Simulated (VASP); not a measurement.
# Zn3BH4: relaxation of cell and atoms with PBE

Zn3BH4:

```
Zn B H
1.0
     4.56819    0.00000    0.00000
     0.00000    4.56819    0.00000
     0.00000    0.00000    4.56819
Zn B H
3 1 4
Cartesian
  0.0000 0.0000 2.2841
  0.0000 2.2841 0.0000
  2.2841 0.0000 0.0000
  2.2841 2.2841 2.2841
  2.9974 2.9974 1.5708
  2.9974 1.5708 2.9974
  1.5708 2.9974 2.9974
  1.5708 1.5708 1.5708
```

```yaml
Program: VASP 6.6.1
Task: relaxation of cell and atoms
Functional: PBE
Potentials_or_basis: VASP PAW PBE potentials, release 64 (Zn, B, H)
Cutoff: 600 eV
k_mesh: 8 × 8 × 8
Occupations: gaussian, width 0.1 eV
Spin: no spin polarisation
Dipole_correction: no
Further_INCAR_settings: ALGO = Normal; EDIFF = 1e-06; IBRION = 2; EDIFFG = -0.01; NSW = 100; ISIF = 3
```

```yaml
Relaxed_volume: 11.97 Å³/atom
Relaxed_cell: a = 4.575 Å, b = 4.575 Å, c = 4.575 Å, α = 90.00°, β = 90.00°, γ = 90.00°
Space_group_after_relaxing_to_0.05_Å: P-43m (No. 215)
Energy_gained_by_relaxing: 0.1 meV/atom
Ionic_steps: 4
Pressure_after_relaxing: 0.1 GPa
Largest_force_after_relaxing: 0.009 eV/Å
```

Forces on the atoms (eV/Å):
```
Zn   0.000  0.000  0.000
Zn   0.000  0.000  0.000
Zn   0.000  0.000  0.000
B    0.000  0.000  0.000
H    0.005  0.005 -0.005
H    0.005 -0.005  0.005
H   -0.005  0.005  0.005
H   -0.005 -0.005 -0.005
```

Step by step:
| step | energy change (eV) | largest force (eV/Å) | pressure (GPa) | volume (Å³) |
| --- | --- | --- | --- | --- |
| 1 | 0.0000 | 0.0519 | 0.08 | 95.33 |
| 2 | -0.0004 | 0.0139 | 0.17 | 95.41 |
| 3 | -0.0005 | 0.0120 | 0.22 | 95.47 |
| 4 | -0.0008 | 0.0085 | 0.10 | 95.79 |

Final structure:
```
Zn B H
1.0
     4.57548    0.00000    0.00000
     0.00000    4.57548    0.00000
     0.00000    0.00000    4.57548
Zn B H
3 1 4
Cartesian
  0.0000 4.5755 2.2877
  0.0000 2.2877 4.5755
  2.2877 4.5755 4.5755
  2.2877 2.2877 2.2877
  2.9991 2.9991 1.5764
  2.9991 1.5764 2.9991
  1.5764 2.9991 2.9991
  1.5764 1.5764 1.5764
```

Levels at points of the mesh, in eV from the Fermi level:
| k point | band 19 | band 20 | band 21 | band 22 | band 23 | band 24 |
| --- | --- | --- | --- | --- | --- | --- |
| (0.00, 0.00, 0.00) | -4.26 | -3.60 | 0.31 | 0.31 | 3.02 | 3.02 |
| (0.50, 0.00, 0.00) | -3.79 | -1.81 | -0.86 | 1.05 | 1.96 | 1.96 |
| (0.50, 0.50, 0.00) | -4.46 | -2.29 | 0.06 | 0.06 | 1.88 | 3.50 |
| (0.50, 0.50, 0.50) | -4.91 | -1.81 | -1.81 | -1.81 | -1.17 | 4.14 |

It took 2.1 min on 1 thread of AMD EPYC 9R45 96-Core Processor (Zen 5), on a shared host, peak memory 0.24 GiB.
